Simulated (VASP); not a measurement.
Write the native input for VASP 6.6.1 that does the following.

```yaml
Task: single point
Functional: PBE
Potentials_or_basis: VASP PAW PBE potentials, release 64 (Ta_pv, N)
Cutoff: 520 eV
k_mesh: 10 × 10 × 10
Occupations: gaussian, width 0.1 eV
Spin: no spin polarisation
Dipole_correction: no
Further_INCAR_settings: ALGO = Normal; EDIFF = 1e-06; NBANDS = 32
```

The structure of Ta4N lies in POSCAR:

```
Ta4N
1.0
   -2.7463822652      2.7463822652      2.7463822652
    2.7463822652     -2.7463822652      2.7463822652
    2.7463822652      2.7463822652     -2.7463822652
Ta N
4 1
Direct
    0.0000000000      0.0000000000      0.5000000000
    0.0000000000      0.5000000000      0.0000000000
    0.5000000000      0.0000000000      0.0000000000
    0.5000000000      0.5000000000      0.5000000000
    0.0000000000      0.0000000000      0.0000000000
```

The cell was built from a structure type or drawn by symmetry, and may not be a known phase.

These files were run (other wordings do the same):

INCAR

```
SYSTEM = Ta4N
PREC     = Accurate       ! precision mode
ENCUT    = 520            ! plane-wave cutoff, eV
EDIFF    = 1E-6           ! SCF threshold, eV
ISMEAR   = 0              ! smearing method
SIGMA    = 0.1            ! smearing width, eV
LREAL    = .FALSE.        ! projectors in reciprocal space
LASPH    = .TRUE.         ! aspherical terms in the spheres
NELM     = 60             ! most SCF steps
ALGO     = Normal         ! electronic algorithm
ISIF     = 2              ! what is computed and relaxed
LWAVE    = .FALSE.        ! write WAVECAR
LCHARG   = .FALSE.        ! write CHGCAR
GGA      = PE             ! functional
NBANDS   = 32             ! bands
```

KPOINTS

```
regular mesh
0
G
  10 10 10
  0 0 0
```

Potentials or basis: VASP PAW PBE potentials, release 64 (Ta_pv, N).

Run with:

```bash
$ cat potpaw_PBE.64/Ta_pv/POTCAR potpaw_PBE.64/N/POTCAR > POTCAR
$ mpirun -np 1 vasp_std > vasp.out
```

Results of the run:

```
Pressure               : 0.3 GPa
Band gap on the k mesh : zero (an odd number of electrons rules out a gap without spin polarisation)
```

Caveat: spin-orbit coupling is left out, which moves the levels of the heavy elements.

It took 3.9 min on 1 thread of AMD EPYC 7R13, with other jobs on the host, peak memory 0.23 GiB.
